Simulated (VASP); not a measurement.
KI:

```xyz
2
Lattice="0.0000 3.4607 3.4607 3.4607 0.0000 3.4607 3.4607 3.4607 0.0000" Properties=species:S:1:pos:R:3 pbc="T T T"
I     3.4607    3.4607    3.4607
K     0.0000    0.0000    0.0000
```

Base run:

| Item | Value |
| --- | --- |
| Program | VASP 6.6.1 |
| Functional | r2SCAN |
| Potentials or basis | VASP PAW PBE potentials, release 64 (I, K_sv) |
| Cutoff | 550 eV |
| k mesh | 7 × 7 × 7 |
| Occupations | fermi-dirac, width 0.05 eV |
| Spin | no spin polarisation |

Its results: band gap on the k mesh 4.78 eV; pressure 1.1 GPa.

The run is repeated on the same cell with these changes: functional from r2SCAN to HSE06; cutoff from 550 eV to 520 eV; k mesh from 7 × 7 × 7 to 4 × 4 × 4. What comes out?

Band gap on the k mesh 5.12 eV; pressure 1.4 GPa.

Several settings changed at once.

Caveats: the PAW data sets were made with another functional, which shifts forces and pressure a little; spin-orbit coupling is left out, which moves the levels of the heavy elements.

